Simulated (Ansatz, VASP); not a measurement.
# One calculation of ScSbTe3, two programs

```xyz
5
Lattice="3.0690 -6.0583 0.0000 3.0690 6.0583 0.0000 0.0000 0.0000 5.4785" Properties=species:S:1:pos:R:3 pbc="T T T"
Sc    3.0690    0.0000    2.7393
Sb    3.0690    0.0000    0.0000
Te    1.5345    3.0292    0.0000
Te    1.5345   -3.0292    0.0000
Te    0.0000    0.0000    0.0000
```

Alike in both runs: task relaxation of cell and atoms; functional PBE; k mesh 4 × 4 × 4; occupations gaussian, width 0.1 eV; no spin polarisation.

|  | VASP | Ansatz |
| --- | --- | --- |
| version | VASP 6.6.1 | Ansatz 0.2.0 |
| potentials or method | VASP PAW PBE potentials, release 64 (Sc_sv, Sb, Te), cutoff 600 eV | scalar-relativistic, plane waves, PAW |
| valence electrons in the cell | 34 | 74 |

|  | VASP | Ansatz | Ansatz less VASP |
| --- | --- | --- | --- |
| gap on the k mesh at the Fermi level, each at its own relaxed structure (eV) | none | none | - |
| relaxed volume (Å³/atom) | 40.37 | 40.35 | -0.023 |
| relaxed length of the cell vector where the two differ most in proportion (Å) | 5.423 | 5.421 | -0.0014 |

A gap of «none» marks a metal or a gap that the smearing closes. VASP's potentials hold 34 valence electrons a cell and Ansatz's 74, so a difference there can come from the potentials and not from the codes.

Neither program's run includes spin-orbit coupling.
